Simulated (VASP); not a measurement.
# Pt (Pm-3m) in VASP: notebook

The runs below take Pt through single point, relaxation of cell and atoms, with PBEsol.

Program: VASP 6.6.1. These are calculated values, not measurements. Logs are shortened: lines on timing, memory, paths and dates and some standing lists are left out, and cuts for length are marked.

## 1. The cell of the first run

It takes space group Pm-3m (No. 221, cubic). Conventional cell: a = 2.588 Å, b = 2.588 Å, c = 2.588 Å, α = 90.00°, β = 90.00°, γ = 90.00°. Within 3.4 Å of Pt (site symmetry m-3m) lie 6 Pt at 2.59 Å.

## 2. Single point, PBEsol

File INCAR:

```
ALGO     = Normal         # electronic algorithm
EDIFF    = 1E-6           # SCF threshold, eV
ENCUT    = 520            # plane-wave cutoff, eV
GGA      = PS             # functional
ISIF     = 2              # what is computed and relaxed
ISMEAR   = -1             # smearing method
LASPH    = T              # aspherical terms in the spheres
LCHARG   = F              # write CHGCAR
LREAL    = F              # projectors in reciprocal space
LWAVE    = F              # write WAVECAR
NBANDS   = 11             # bands
NELM     = 60             # most SCF steps
PREC     = Accurate       # precision mode
SIGMA    = 0.1            # smearing width, eV
```

File KPOINTS:

```
k-points
0
Gamma
  15 15 15
```

File POSCAR:

```
Pt
1.0
    2.5877549282      0.0000000000      0.0000000000
    0.0000000000      2.5877549282      0.0000000000
    0.0000000000      0.0000000000      2.5877549282
Pt
1
Direct
    0.0000000000      0.0000000000      0.0000000000
```

Potentials or basis: VASP PAW PBE potentials, release 64 (Pt).

The run is started by

```
> cat potpaw_PBE.64/Pt/POTCAR > POTCAR
> mpirun -np 1 vasp_std > vasp.out
```

OUTCAR:

```text
EDIFF = 1E-6
   ENCUT = 520
   GGA = PS
   ISIF = 2
   ISMEAR = -1
   LASPH = T
   LREAL = F
   NELM = 60
   PREC = Accurate

 ion  position               nearest neighbor table
   1  0.000  0.000  0.000-

  LATTYP: Found a simple cubic cell.
 ALAT       =     2.5877549282

  Lattice vectors:

 A1 = (   2.5877549282,   0.0000000000,   0.0000000000)
 A2 = (   0.0000000000,   2.5877549282,   0.0000000000)
 A3 = (   0.0000000000,   0.0000000000,   2.5877549282)

Analysis of symmetry for initial positions (statically):
=====================================================================
 Subroutine PRICEL returns:
 Original cell was already a primitive cell.

 Routine SETGRP: Setting up the symmetry group for a
 simple cubic supercell.

 Subroutine GETGRP returns: Found 48 space group operations
 (whereof 48 operations were pure point group operations)
 out of a pool of 48 trial point group operations.

The static configuration has the point symmetry O_h .

Analysis of symmetry for dynamics (positions and initial velocities):
=====================================================================
 Subroutine PRICEL returns:
 Original cell was already a primitive cell.

 Routine SETGRP: Setting up the symmetry group for a
 simple cubic supercell.

 Subroutine GETGRP returns: Found 48 space group operations
 (whereof 48 operations were pure point group operations)
 out of a pool of 48 trial point group operations.

The dynamic configuration has the point symmetry O_h .

 Subroutine INISYM returns: Found 48 space group operations
 (whereof 48 operations are pure point group operations),
 and found     1 'primitive' translations

----------------------------------------------------------------------------------------

                                     Primitive cell

  volume of cell :      17.3288

  direct lattice vectors                    reciprocal lattice vectors
     2.587754928  0.000000000  0.000000000     0.386435357  0.000000000  0.000000000
     0.000000000  2.587754928  0.000000000     0.000000000  0.386435357  0.000000000
     0.000000000  0.000000000  2.587754928     0.000000000  0.000000000  0.386435357

  length of vectors
     2.587754928  2.587754928  2.587754928     0.386435357  0.386435357  0.386435357

  position of ions in fractional coordinates (direct lattice)
     0.000000000  0.000000000  0.000000000

  ion indices of the primitive-cell ions
   primitive index   ion index
                 1           1

----------------------------------------------------------------------------------------

 KPOINTS: k-points

Automatic generation of k-mesh.
 Grid dimensions read from file:
 generate k-points for:   15   15   15

 Generating k-lattice:

  Cartesian coordinates                     Fractional coordinates (reciprocal lattice)
     0.025762357  0.000000000  0.000000000     0.066666667  0.000000000  0.000000000
     0.000000000  0.025762357  0.000000000     0.000000000  0.066666667  0.000000000
     0.000000000  0.000000000  0.025762357     0.000000000  0.000000000  0.066666667

  Length of vectors
     0.025762357  0.025762357  0.025762357

  Shift w.r.t. Gamma in fractional coordinates (k-lattice)
     0.000000000  0.000000000  0.000000000

 Subroutine IBZKPT returns following result:
 ===========================================

 Found    120 irreducible k-points:

 Following reciprocal coordinates:
            Coordinates               Weight
  0.000000  0.000000  0.000000      1.000000
  0.066667  0.000000  0.000000      6.000000
  0.133333  0.000000  0.000000      6.000000
  0.200000  0.000000  0.000000      6.000000
  0.266667  0.000000  0.000000      6.000000
  0.333333  0.000000  0.000000      6.000000
[... 16 lines left out ...]
  0.266667  0.200000  0.000000     24.000000
  0.333333  0.200000  0.000000     24.000000
 [... further k-points ...]
   k-points           NKPTS =    120   k-points in BZ     NKDIM =    120   number of bands    NBANDS=     11
   number of dos      NEDOS =    301   number of ions     NIONS =      1
   total plane-waves  NPLWV =   8000
   dimension x,y,z NGX =    20 NGY =   20 NGZ =   20
   dimension x,y,z NGXF=    40 NGYF=   40 NGZF=   40
   ions per type =               1
   NGX,Y,Z   is equivalent  to a cutoff of  12.85, 12.85, 12.85 a.u.
   NGXF,Y,Z  is equivalent  to a cutoff of  25.70, 25.70, 25.70 a.u.
 SYSTEM =  unknown system
   PREC   = accura    normal or accurate (medium, high low for compatibility)
   ISTART =      0    job   : 0-new  1-cont  2-samecut
   ICHARG =      2    charge: 1-file 2-atom 10-const
   ISPIN  =      1    spin polarized calculation?
   LNONCOLLINEAR =      F non collinear calculations
   LSORBIT =      F    spin-orbit coupling
   LASPH  =      T    aspherical Exc in radial PAW
   ENCUT  =  520.0 eV  38.22 Ry    6.18 a.u.   4.81  4.81  4.81*2*pi/ulx,y,z
   NELM   =     60;   NELMIN=  2; NELMDL= -5     # of ELM steps
   EDIFF  = 0.1E-05   stopping-criterion for ELM
   LREAL  =      F    real-space projection
   EDIFFG = 0.1E-04   stopping-criterion for IOM
   NSW    =      0    number of steps for IOM
   IBRION =     -1    ionic relax: 0-MD 1-quasi-New 2-CG
   NFREE  =      0    steps in history (QN), initial steepest desc. (CG)
   ISIF   =      2    stress and relaxation
   ISYM   =      2    0-nonsym 1-usesym 2-fastsym
   POTIM  = 0.5000    time-step for ionic-motion
   TEBEG  =    0.0;   TEEND  =   0.0 temperature during run
   PSTRESS=    0.0 pullay stress
   NELECT =      10.0000    total number of electrons
   NUPDOWN=      -1.0000    fix difference up-down
   EMIN   =  10.00;   EMAX   =-10.00  energy-range for DOS
   EFERMI =   0.00;   METHOD = LEGACY
   ISMEAR =    -1;   SIGMA  =   0.10  broadening in eV -4-tet -1-fermi 0-gaus
   EFERMI_NEDOS =   21; number of points for ismear=-14 and -15
   IALGO  =     38    algorithm
   IMIX   =      4    mixing-type and parameters
     AMIX     =   0.40;   BMIX     =  1.00
     AMIX_MAG =   1.60;   BMIX_MAG =  1.00
  volume/ion in A,a.u.               =      17.33       116.94
  Fermi-wavevector in a.u.,A,eV,Ry     =   1.362966  2.575632 25.275220  1.857676
  Thomas-Fermi vector in A             =   2.489410
   LORBIT       =      0    0 simple, 1 ext, 2 COOP (PROOUT), +10 PAW based schemes
   GGA     = PS    functional components
   LHFCALC =     F    Hartree Fock is set to
   AEXX    =    0.0000 exact exchange contribution
   IVDW    =     0    specifies the selected vdW correction
   LEPSILON=     F    determine dielectric tensor
   LRPA    =     F    only Hartree local field effects (RPA)
 non-spin polarized calculation
  energy-cutoff  :      520.00
  volume of cell :       17.33
 maximum number of plane-waves:       479
 NGX is ok and might be reduce to    20
   NGX =  9   NGY =  9   NGZ =  9

 number of electron      10.0000000 magnetization

 number of electron       9.9999999 magnetization

 Free energy of the ion-electron system (eV)
  ---------------------------------------------------
  ext. energy  EPLUGINS =         0.00000000
  ---------------------------------------------------
  free energy    TOTEN  =        -6.45040698 eV

  energy without entropy =       -6.41018741  energy(sigma->0) =       -6.43029719

 E-fermi :   8.6608     XC(G=0): -12.6774

 val. band max:        8.6520099996   @ k =   0.3333   0.1333   0.0667
 cond. band min:       8.6715434859   @ k =   0.2000   0.1333   0.0000
 fundamental gap:      0.0195334863
 Fermi energy:         8.6608097516

 k-point     1 :       0.0000    0.0000    0.0000
  band No.  band energies     occupation
      1      -0.1534      2.00000
      2       2.6824      2.00000
      3       2.6824      2.00000
      4       9.0192      0.05402
      5       9.0192      0.05402
      6       9.0192      0.05402
      7      24.0407      0.00000
      8      24.0407      0.00000
      9      24.0407      0.00000
     10      29.8963      0.00000
     11      32.6963      0.00000

 k-point     2 :       0.0667    0.0000    0.0000
  band No.  band energies     occupation
      1      -0.0227      2.00000
      2       2.7071      2.00000
      3       2.8007      2.00000
      4       8.8962      0.17349
      5       8.8962      0.17349
      6       9.0287      0.04924
      7      23.1358      0.00000
      8      24.2764      0.00000
      9      24.2764      0.00000
     10      30.4818      0.00000
     11      31.8283      0.00000

 k-point     3 :       0.1333    0.0000    0.0000
  band No.  band energies     occupation
      1       0.3403      2.00000
      2       2.7779      2.00000
      3       3.1668      2.00000
      4       8.5642      1.44888
      5       8.5642      1.44886
      6       9.0557      0.03781
      7      21.3000      0.00000
      8      24.9375      0.00000
      9      24.9375      0.00000
     10      30.2685      0.00000
     11      31.0573      0.00000

 k-point     4 :       0.2000    0.0000    0.0000
  band No.  band energies     occupation
      1       0.8540      2.00000
      2       2.8843      2.00000
      3       3.8057      2.00000
      4       8.1112      1.99183
      5       8.1112      1.99183
      6       9.0958      0.02548
      7      19.3184      0.00000
      8      25.9106      0.00000
      9      25.9106      0.00000
     10      28.7269      0.00000
     11      31.1376      0.00000
[... 239 lines left out ...]
 k-point    22 :       0.2000    0.2000    0.0000
  band No.  band energies     occupation
      1       1.8309      2.00000
      2       3.6323      2.00000
      3       4.3371      2.00000
      4       7.1669      2.00000
      5       8.1254      1.99059
      6       8.3176      1.93741
      7      20.7842      0.00000
      8      20.8516      0.00000
      9      27.8770      0.00000
     10      28.7083      0.00000
     11      34.6606      0.00000

 k-point    23 :       0.2667    0.2000    0.0000
  band No.  band energies     occupation
      1       2.3004      2.00000
      2       3.8962      2.00000
      3       4.9788      2.00000
      4       6.9154      2.00000
      5       7.7410      1.99980
      6       8.3045      1.94486
      7      18.8046      0.00000
      8      21.7275      0.00000
      9      28.0428      0.00000
     10      29.0921      0.00000
     11      33.4685      0.00000

 k-point    24 :       0.3333    0.2000    0.0000
  band No.  band energies     occupation
      1       2.7008      2.00000
      2       4.0851      2.00000
      3       5.2561      2.00000
      4       7.3399      2.00000
      5       7.4814      1.99998
      6       8.3580      1.90768
      7      16.8978      0.00000
      8      22.7048      0.00000
      9      27.2659      0.00000
     10      30.3690      0.00000
     11      31.2740      0.00000

 [... further k-points ...]
[... 5 lines left out ...]
  --------------------------------------------------------------------------------------
  -------------------------------------------------------------------------------------
  Total       -0.0460901     -0.0460901     -0.0460901      0.0000000     -0.0000000     -0.0000000
  in kB       -4.2613622     -4.2613622     -4.2613622      0.0000000     -0.0000000     -0.0000000
  external PRESSURE =      -4.2613622 kB  Pullay stress =       0.0000000 kB

 VOLUME and BASIS-vectors are now :
 -----------------------------------------------------------------------------
  energy-cutoff  :      520.00
  volume of cell :       17.33
      direct lattice vectors                 reciprocal lattice vectors
     2.587754928  0.000000000  0.000000000     0.386435357  0.000000000  0.000000000
     0.000000000  2.587754928  0.000000000     0.000000000  0.386435357  0.000000000
     0.000000000  0.000000000  2.587754928     0.000000000  0.000000000  0.386435357

 POSITION                                       TOTAL-FORCE (eV/Angst)
 -----------------------------------------------------------------------------------
      0.00000      0.00000      0.00000         0.000000      0.000000      0.000000
 -----------------------------------------------------------------------------------
    total drift:                                0.000000      0.000000      0.000000

  FREE ENERGIE OF THE ION-ELECTRON SYSTEM (eV)
  ---------------------------------------------------
  free  energy   TOTEN  =        -6.4504069774 eV

  energy  without entropy=       -6.4101874080  energy(sigma->0) =       -6.43029719
```

Run time: 9.1 s. Hardware: 1 thread of Intel Xeon Platinum 8488C (Sapphire Rapids), shared host; peak memory 0.14 GiB.

What came out:

| Property | Result |
| --- | --- |
| Free energy | -6.4504 eV |
| Pressure | -0.4 GPa |
| Band gap on the k mesh | zero (band 5 reaches 10.68 eV, above the bottom of band 6 at 7.50 eV) |

Caveat: the PAW data sets were made with another functional, which shifts forces and pressure a little; spin-orbit coupling is left out, which moves the levels of the heavy elements.

## 3. Single point, PBEsol

File INCAR:

```
SYSTEM = Pt
PREC = Accurate
ENCUT = 520
EDIFF = 1E-6
ISMEAR = -1
SIGMA = 0.1
LREAL = .False.
LASPH = .True.
NELM = 60
ALGO = Normal
ISIF = 2
LWAVE = .False.
LCHARG = .False.
GGA = PS
NBANDS = 11
```

File KPOINTS:

```
Automatic mesh
0
Gamma
  15 15 15
  0 0 0
```

POSCAR is that of step 2.

Potentials or basis: VASP PAW PBE potentials, release 64 (Pt).

The run is started by

```
> cat potpaw_PBE.64/Pt/POTCAR > POTCAR
> mpirun -np 1 vasp_std > vasp.out
```

It took 9.7 s on 1 thread of Intel Xeon Platinum 8488C (Sapphire Rapids), shared host; peak memory 0.14 GiB.

It converged, with:

* Free energy: -6.4504 eV
* Pressure: -0.4 GPa
* Band gap on the k mesh: zero (band 5 reaches 10.68 eV, above the bottom of band 6 at 7.50 eV)

Levels at points of the mesh, in eV from the Fermi level:
| k point | band 2 | band 3 | band 4 | band 5 | band 6 | band 7 | band 8 | band 9 |
| --- | --- | --- | --- | --- | --- | --- | --- | --- |
| (0.00, 0.00, 0.00) | -5.98 | -5.98 | 0.36 | 0.36 | 0.36 | 15.38 | 15.38 | 15.38 |

Caveat: the PAW data sets were made with another functional, which shifts forces and pressure a little; spin-orbit coupling is left out, which moves the levels of the heavy elements.

## 4. Relaxation of cell and atoms, PBEsol

This run uses another cell than the first one, of 16.26 Å³/atom, 0.938 times its volume.

File INCAR:

```
PREC = Accurate ; ENCUT = 600
EDIFF = 1E-6 ; ISMEAR = -1
SIGMA = 0.1 ; LREAL = False
LASPH = True ; NELM = 80
ALGO = Normal ; ISIF = 3
LWAVE = False ; LCHARG = False
GGA = PS ; IBRION = 2
NSW = 60 ; EDIFFG = -0.005
```

File KPOINTS:

```
regular mesh
0
Gamma
  15 15 15
```

File POSCAR:

```
Pt
1.0
    2.5332185236      0.0000000000      0.0000000000
    0.0000000000      2.5332185236      0.0000000000
    0.0000000000      0.0000000000      2.5332185236
Pt
1
Direct
    0.0000000000      0.0000000000      0.0000000000
```

The run is started by

```
> cat potpaw_PBE.64/Pt/POTCAR > POTCAR
> mpirun -np 1 vasp_std > vasp.out
```

Run time: 55 s. Hardware: 1 thread of Intel Xeon Platinum 8488C (Sapphire Rapids), shared host; peak memory 0.15 GiB.

It converged, with:

```
Free energy                            : -6.4500 eV
Relaxed volume                         : 17.30 Å³/atom
Relaxed cell                           : a = 2.586 Å, b = 2.586 Å, c = 2.586 Å, α = 90.00°, β = 90.00°, γ = 90.00°
Space group after relaxing (to 0.05 Å) : Pm-3m (No. 221)
Energy gained by relaxing              : 48.8 meV/atom
Ionic steps                            : 17
Pressure after relaxing                : 0.0 GPa
Band gap on the k mesh                 : zero (band 5 reaches 10.71 eV, above the bottom of band 6 at 7.53 eV)
```

Step by step:
```csv
step,energy change (eV),largest force (eV/Å),pressure (GPa),volume (Å³)
1,0.0000,0.0000,16.02,16.26
2,0.2146,0.0000,-22.83,20.39
3,-0.0486,0.0000,-0.89,17.37
4,-0.0488,0.0000,-0.11,17.31
5,-0.0488,0.0000,0.16,17.29
6,-0.0488,0.0000,0.17,17.29
7,-0.0488,0.0000,0.17,17.29
8,-0.0488,0.0000,0.15,17.29
9,-0.0488,0.0000,0.15,17.29
10,-0.0488,0.0000,0.15,17.29
11,-0.0488,0.0000,0.14,17.29
12,-0.0488,0.0000,0.14,17.29
13,-0.0488,0.0000,0.14,17.29
14,-0.0488,0.0000,0.14,17.29
15,-0.0488,0.0000,0.14,17.29
16,-0.0488,0.0000,0.08,17.29
17,-0.0488,0.0000,0.01,17.30
```

Final structure:
```xyz
1
Lattice="2.5862 0.0000 0.0000 0.0000 2.5862 0.0000 0.0000 0.0000 2.5862" Properties=species:S:1:pos:R:3 pbc="T T T"
Pt    0.0000    0.0000    0.0000
```

Levels at points of the mesh, in eV from the Fermi level:
```csv
k point,band 3,band 4,band 5,band 6,band 7,band 8
"(0.00, 0.00, 0.00)",-5.99,0.36,0.36,0.36,15.39,15.39
```

Caveat: the PAW data sets were made with another functional, which shifts forces and pressure a little; spin-orbit coupling is left out, which moves the levels of the heavy elements.

## 5. Single point, PBEsol (volume scaled by 0.43)

File INCAR:

```
SYSTEM = Pt
  ALGO = Normal
  EDIFF = 1E-7
  ENCUT = 520
  GGA = PS
  ISIF = 2
  ISMEAR = -1
  LASPH = .TRUE.
  LCHARG = .TRUE.
  LELF = .TRUE.
  LREAL = .FALSE.
  LVHAR = .TRUE.
  LWAVE = .FALSE.
  NBANDS = 11
  NELM = 80
  PREC = Accurate
  SIGMA = 0.1
```

File KPOINTS:

```
k-points
0
G
  15 15 15
  0 0 0
```

File POSCAR:

```
Pt
1.0
    1.9531966146      0.0000000000      0.0000000000
    0.0000000000      1.9531966146      0.0000000000
    0.0000000000      0.0000000000      1.9531966146
Pt
1
Direct
    0.0000000000      0.0000000000      0.0000000000
```

The run is started by

```
> cat potpaw_PBE.64/Pt/POTCAR > POTCAR
> mpirun -np 1 vasp_std > vasp.out
```

It took 5.5 s on 1 thread of Intel Xeon 6975P-C, shared host; peak memory 0.12 GiB.

The run converged, but its numbers aren't listed here, since they failed a check.

Caveat: the cell differs from its parent crystal (volume scaled by 0.43); the PAW data sets were made with another functional, which shifts forces and pressure a little; spin-orbit coupling is left out, which moves the levels of the heavy elements.

## 6. Single point, PBEsol (volume scaled by 0.43)

File INCAR:

```
PREC = Accurate
ENCUT = 520
EDIFF = 1E-6
ISMEAR = -1
SIGMA = 0.1
LREAL = False
LASPH = True
NELM = 80
ALGO = Normal
ISIF = 2
LWAVE = False
LCHARG = True
GGA = PS
LELF = True
LVHAR = True
NBANDS = 11
```

File KPOINTS:

```
Automatic mesh
0
Gamma
  15 15 15
```

POSCAR is that of step 5.

Potentials or basis: VASP PAW PBE potentials, release 64 (Pt).

The run is started by

```
> cat potpaw_PBE.64/Pt/POTCAR > POTCAR
> mpirun -np 1 vasp_std > vasp.out
```

Run time: 5.1 s. Hardware: 1 thread of Intel Xeon 6975P-C, shared host; peak memory 0.12 GiB.

The run converged, but its numbers aren't listed here, since they failed a check.

Caveat: the cell differs from its parent crystal (volume scaled by 0.43); the PAW data sets were made with another functional, which shifts forces and pressure a little; spin-orbit coupling is left out, which moves the levels of the heavy elements.
